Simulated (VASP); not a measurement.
# Cu (P6_3/mmc) in VASP: notebook

The runs below take Cu through single point, with revPBE.

Program: VASP 6.6.1. These are calculated values, not measurements. Logs are shortened: lines on timing, memory, paths and dates and some standing lists are left out, and cuts for length are marked.

## 1. The cell of the first run

Symmetry: P6_3/mmc, No. 194, hexagonal system. The conventional cell has a = 2.553 Å, b = 2.553 Å, c = 4.180 Å, α = 90.00°, β = 90.00°, γ = 120.00°. Cu (site symmetry -6m2) has 12 Cu at 2.55 to 2.56 Å within 3.4 Å.

This isn't the form of Cu at room conditions, which is fcc.

## 2. Single point, revPBE (11.80 Å³/atom)

Contents of INCAR:

```
ALGO = Normal
EDIFF = 1E-7
ENCUT = 520
GGA = RE
ISIF = 2
ISMEAR = -1
LASPH = T
LCHARG = F
LREAL = F
LWAVE = F
NBANDS = 18
NELM = 100
PREC = Accurate
SIGMA = 0.1
```

Contents of KPOINTS:

```
k-points
0
Gamma
  16 16 9
```

Contents of POSCAR:

```
Cu
1.0
    2.5533486377      0.0000000000      0.0000000000
   -1.2766743188      2.2112647849      0.0000000000
    0.0000000000      0.0000000000      4.1803123223
Cu
2
Direct
    0.3333333333      0.6666666667      0.2500000000
    0.6666666667      0.3333333333      0.7500000000
```

Potentials or basis: VASP PAW PBE potentials, release 64 (Cu).

Launch:

```sh
$ cat potpaw_PBE.64/Cu/POTCAR > POTCAR
$ mpirun -np 1 vasp_std > vasp.out
```

OUTCAR:

```text
EDIFF = 1E-7
   ENCUT = 520
   GGA = RE
   ISIF = 2
   ISMEAR = -1
   LASPH = T
   LREAL = F
   NELM = 100
   PREC = Accurate

 ion  position               nearest neighbor table
   1  0.333  0.667  0.250-   2 2.56   2 2.56   2 2.56   2 2.56   2 2.56   2 2.56
   2  0.667  0.333  0.750-   1 2.56   1 2.56   1 2.56   1 2.56   1 2.56   1 2.56

  LATTYP: Found a hexagonal cell.
 ALAT       =     2.5533486377
 C/A-ratio  =     1.6371882243

  Lattice vectors:

 A1 = (   2.5533486377,   0.0000000000,   0.0000000000)
 A2 = (  -1.2766743188,   2.2112647849,   0.0000000000)
 A3 = (   0.0000000000,   0.0000000000,   4.1803123223)

Analysis of symmetry for initial positions (statically):
=====================================================================
 Subroutine PRICEL returns:
 Original cell was already a primitive cell.

 Routine SETGRP: Setting up the symmetry group for a
 hexagonal supercell.

 Subroutine GETGRP returns: Found 24 space group operations
 (whereof 12 operations were pure point group operations)
 out of a pool of 24 trial point group operations.

The static configuration has the point symmetry D_3d.
 The point group associated with its full space group is D_6h.

Analysis of symmetry for dynamics (positions and initial velocities):
=====================================================================
 Subroutine PRICEL returns:
 Original cell was already a primitive cell.

 Routine SETGRP: Setting up the symmetry group for a
 hexagonal supercell.

 Subroutine GETGRP returns: Found 24 space group operations
 (whereof 12 operations were pure point group operations)
 out of a pool of 24 trial point group operations.

The dynamic configuration has the point symmetry D_3d.
 The point group associated with its full space group is D_6h.

 Subroutine INISYM returns: Found 24 space group operations
 (whereof 12 operations are pure point group operations),
 and found     1 'primitive' translations

----------------------------------------------------------------------------------------

                                     Primitive cell

  volume of cell :      23.6026

  direct lattice vectors                    reciprocal lattice vectors
     2.553348638  0.000000000  0.000000000     0.391642561  0.226114938  0.000000000
    -1.276674319  2.211264785  0.000000000     0.000000000  0.452229876  0.000000000
     0.000000000  0.000000000  4.180312322     0.000000000  0.000000000  0.239216576

  length of vectors
     2.553348638  2.553348638  4.180312322     0.452229876  0.452229876  0.239216576

  position of ions in fractional coordinates (direct lattice)
     0.333333333  0.666666667  0.250000000
     0.666666667  0.333333333  0.750000000

  ion indices of the primitive-cell ions
   primitive index   ion index
                 1           1
                 2           2

----------------------------------------------------------------------------------------

 KPOINTS: k-points

Automatic generation of k-mesh.
 Grid dimensions read from file:
 generate k-points for:   16   16    9

 Generating k-lattice:

  Cartesian coordinates                     Fractional coordinates (reciprocal lattice)
     0.024477660  0.014132184  0.000000000     0.062500000  0.000000000  0.000000000
     0.000000000  0.028264367  0.000000000     0.000000000  0.062500000  0.000000000
     0.000000000  0.000000000  0.026579620     0.000000000  0.000000000  0.111111111

  Length of vectors
     0.028264367  0.028264367  0.026579620

  Shift w.r.t. Gamma in fractional coordinates (k-lattice)
     0.000000000  0.000000000  0.000000000

 Subroutine IBZKPT returns following result:
 ===========================================

 Found    150 irreducible k-points:

 Following reciprocal coordinates:
            Coordinates               Weight
  0.000000  0.000000  0.000000      1.000000
  0.062500  0.000000  0.000000      6.000000
  0.125000  0.000000  0.000000      6.000000
  0.187500 -0.000000  0.000000      6.000000
  0.250000  0.000000  0.000000      6.000000
  0.312500  0.000000  0.000000      6.000000
[... 16 lines left out ...]
  0.187500  0.187500  0.000000      6.000000
  0.250000  0.187500  0.000000     12.000000
 [... further k-points ...]
   k-points           NKPTS =    150   k-points in BZ     NKDIM =    150   number of bands    NBANDS=     18
   number of dos      NEDOS =    301   number of ions     NIONS =      2
   total plane-waves  NPLWV =  12800
   dimension x,y,z NGX =    20 NGY =   20 NGZ =   32
   dimension x,y,z NGXF=    40 NGYF=   40 NGZF=   64
   ions per type =               2
   NGX,Y,Z   is equivalent  to a cutoff of  13.02, 13.02, 12.73 a.u.
   NGXF,Y,Z  is equivalent  to a cutoff of  26.04, 26.04, 25.45 a.u.
 SYSTEM =  unknown system
   PREC   = accura    normal or accurate (medium, high low for compatibility)
   ISTART =      0    job   : 0-new  1-cont  2-samecut
   ICHARG =      2    charge: 1-file 2-atom 10-const
   ISPIN  =      1    spin polarized calculation?
   LNONCOLLINEAR =      F non collinear calculations
   LSORBIT =      F    spin-orbit coupling
   LASPH  =      T    aspherical Exc in radial PAW
   ENCUT  =  520.0 eV  38.22 Ry    6.18 a.u.   4.75  4.75  7.77*2*pi/ulx,y,z
   NELM   =    100;   NELMIN=  2; NELMDL= -5     # of ELM steps
   EDIFF  = 0.1E-06   stopping-criterion for ELM
   LREAL  =      F    real-space projection
   EDIFFG = 0.1E-05   stopping-criterion for IOM
   NSW    =      0    number of steps for IOM
   IBRION =     -1    ionic relax: 0-MD 1-quasi-New 2-CG
   NFREE  =      0    steps in history (QN), initial steepest desc. (CG)
   ISIF   =      2    stress and relaxation
   ISYM   =      2    0-nonsym 1-usesym 2-fastsym
   POTIM  = 0.5000    time-step for ionic-motion
   TEBEG  =    0.0;   TEEND  =   0.0 temperature during run
   PSTRESS=    0.0 pullay stress
   NELECT =      22.0000    total number of electrons
   NUPDOWN=      -1.0000    fix difference up-down
   EMIN   =  10.00;   EMAX   =-10.00  energy-range for DOS
   EFERMI =   0.00;   METHOD = LEGACY
   ISMEAR =    -1;   SIGMA  =   0.10  broadening in eV -4-tet -1-fermi 0-gaus
   EFERMI_NEDOS =   21; number of points for ismear=-14 and -15
   IALGO  =     38    algorithm
   IMIX   =      4    mixing-type and parameters
     AMIX     =   0.40;   BMIX     =  1.00
     AMIX_MAG =   1.60;   BMIX_MAG =  1.00
  volume/ion in A,a.u.               =      11.80        79.64
  Fermi-wavevector in a.u.,A,eV,Ry     =   1.599175  3.022002 34.794983  2.557359
  Thomas-Fermi vector in A             =   2.696509
   LORBIT       =      0    0 simple, 1 ext, 2 COOP (PROOUT), +10 PAW based schemes
   GGA     = RE    functional components
   LHFCALC =     F    Hartree Fock is set to
   AEXX    =    0.0000 exact exchange contribution
   IVDW    =     0    specifies the selected vdW correction
   LEPSILON=     F    determine dielectric tensor
   LRPA    =     F    only Hartree local field effects (RPA)
 non-spin polarized calculation
  energy-cutoff  :      520.00
  volume of cell :       23.60
 maximum number of plane-waves:       652
 NGX is ok and might be reduce to    20
   NGX =  9   NGY =  9   NGZ = 15

 number of electron      21.9999997 magnetization

 Free energy of the ion-electron system (eV)
  ---------------------------------------------------
  ext. energy  EPLUGINS =         0.00000000
  ---------------------------------------------------
  free energy    TOTEN  =        -6.67690116 eV

  energy without entropy =       -6.65541652  energy(sigma->0) =       -6.66615884

 E-fermi :   7.6881     XC(G=0): -12.6299

 val. band max:        7.6685810565   @ k =   0.5000   0.0000   0.1111
 cond. band min:       7.7122839434   @ k =   0.5000   0.0000   0.0000
 fundamental gap:      0.0437028869
 Fermi energy:         7.6880617136

 k-point     1 :       0.0000    0.0000    0.0000
  band No.  band energies     occupation
      1      -1.6426      2.00000
      2       2.6265      2.00000
      3       4.6700      2.00000
      4       4.7390      2.00000
      5       4.7390      2.00000
      6       4.9443      2.00000
[... 10 lines left out ...]
     17      31.1919      0.00000
     18      31.1920      0.00000

 k-point     2 :       0.0625    0.0000    0.0000
  band No.  band energies     occupation
      1      -1.5158      2.00000
      2       2.7002      2.00000
      3       4.5967      2.00000
      4       4.7850      2.00000
      5       4.8006      2.00000
      6       4.9214      2.00000
[... 10 lines left out ...]
     17      31.7837      0.00000
     18      32.0296      0.00000

 k-point     3 :       0.1250    0.0000    0.0000
  band No.  band energies     occupation
      1      -1.1400      2.00000
      2       2.9033      2.00000
      3       4.4694      2.00000
      4       4.8290      2.00000
      5       4.8559      2.00000
      6       4.9182      2.00000
[... 10 lines left out ...]
     17      31.1894      0.00000
     18      32.3090      0.00000

 k-point     4 :       0.1875   -0.0000    0.0000
  band No.  band energies     occupation
      1      -0.5310      2.00000
      2       3.1726      2.00000
      3       4.3316      2.00000
      4       4.3991      2.00000
      5       4.7457      2.00000
      6       5.0320      2.00000
[... 375 lines left out ...]
      4       4.4272      2.00000
      5       4.6059      2.00000
      6       4.7219      2.00000
[... 10 lines left out ...]
     17      19.1188      0.00000
     18      25.9283      0.00000

 k-point    23 :       0.1875    0.1875    0.0000
  band No.  band energies     occupation
      1       1.4391      2.00000
      2       3.6903      2.00000
      3       3.7586      2.00000
      4       3.9249      2.00000
      5       4.6237      2.00000
      6       4.7637      2.00000
[... 10 lines left out ...]
     17      25.3587      0.00000
     18      25.8992      0.00000

 k-point    24 :       0.2500    0.1875    0.0000
  band No.  band energies     occupation
      1       2.2967      2.00000
      2       3.6191      2.00000
      3       3.6680      2.00000
      4       3.9138      2.00000
      5       4.5490      2.00000
      6       4.8647      2.00000
[... 10 lines left out ...]
     17      23.6152      0.00000
     18      24.6342      0.00000

 [... further k-points ...]
[... 5 lines left out ...]
  --------------------------------------------------------------------------------------
  -------------------------------------------------------------------------------------
  Total        0.9307912      0.9307912      0.8994664      0.0000000     -0.0000000      0.0000000
  in kB       63.1834407     63.1834407     61.0570668      0.0000000     -0.0000000      0.0000000
  external PRESSURE =      62.4746494 kB  Pullay stress =       0.0000000 kB

 VOLUME and BASIS-vectors are now :
 -----------------------------------------------------------------------------
  energy-cutoff  :      520.00
  volume of cell :       23.60
      direct lattice vectors                 reciprocal lattice vectors
     2.553348638  0.000000000  0.000000000     0.391642561  0.226114938  0.000000000
    -1.276674319  2.211264785  0.000000000     0.000000000  0.452229876  0.000000000
     0.000000000  0.000000000  4.180312322     0.000000000  0.000000000  0.239216576

 POSITION                                       TOTAL-FORCE (eV/Angst)
 -----------------------------------------------------------------------------------
     -0.00000      1.47418      1.04508         0.000000      0.000000      0.000000
      1.27667      0.73709      3.13523        -0.000000     -0.000000      0.000000
 -----------------------------------------------------------------------------------
    total drift:                               -0.000000      0.000000     -0.000000

  FREE ENERGIE OF THE ION-ELECTRON SYSTEM (eV)
  ---------------------------------------------------
  free  energy   TOTEN  =        -6.6769011622 eV

  energy  without entropy=       -6.6554165197  energy(sigma->0) =       -6.66615884
```

It took 79 s on 1 thread of Intel Xeon 8259CL, shared host; peak memory 0.17 GiB.

Results:

```yaml
Free_energy: -6.6769 eV
Pressure: 6.2 GPa
Band_gap_on_the_k_mesh: zero (bands 11 and 12 overlap by 5.25 eV)
```

Caveat: the cell stands under pressure; the PAW data sets were made with another functional, which shifts forces and pressure a little.

(Part 1 of 2 ends here.)
